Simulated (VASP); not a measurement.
Set up this calculation in VASP 6.6.1, as the native input.

- Task: single point
- Functional: PBEsol
- Potentials or basis: VASP PAW PBE potentials, release 64 (Cl)
- Cutoff: 520 eV
- k mesh: 8 × 8 × 4
- Occupations: gaussian, width 0.02 eV
- Spin: no spin polarisation
- Dipole correction: no
- Further INCAR settings: ALGO = Normal; EDIFF = 1e-06; NBANDS = 22

The structure of Cl lies in POSCAR:

```
Cl
1.0
    3.4479975375     -1.9407093620      0.0000000000
    3.4479975375      1.9407093620      0.0000000000
    0.0000000000      0.0000000000      8.0001439570
Cl
4
Direct
    0.8732862456      0.1267137544      0.1112271541
    0.6267137544      0.3732862456      0.6112271541
    0.1267137544      0.8732862456      0.8887728459
    0.3732862456      0.6267137544      0.3887728459
```

The input as run:

INCAR

```
PREC = Accurate
ENCUT = 520
EDIFF = 1E-6
ISMEAR = 0
SIGMA = 0.02
LREAL = F
LASPH = T
NELM = 80
ALGO = Normal
ISIF = 2
LWAVE = F
LCHARG = T
GGA = PS
LELF = T
LVHAR = T
NBANDS = 22
```

KPOINTS

```
regular mesh
0
Gamma
  8 8 4
```

Potentials or basis: VASP PAW PBE potentials, release 64 (Cl).

Run with:

```console
$ cat potpaw_PBE.64/Cl/POTCAR > POTCAR
$ mpirun -np 1 vasp_std > vasp.out
```

Results of the run:

| Item | Value |
| --- | --- |
| Pressure | -0.3 GPa |
| Largest force | 0.144 eV/Å |
| Band gap on the k mesh | 2.07 eV |

Caveat: this functional lacks dispersion, which holds the molecules together, so the pressure and a relaxed volume are unreliable; the PAW data sets were made with another functional, which shifts forces and pressure a little.

It took 54 s on 1 thread of Intel(R) Xeon(R) 6975P-C (Granite Rapids), with other jobs on the host, peak memory 0.26 GiB.
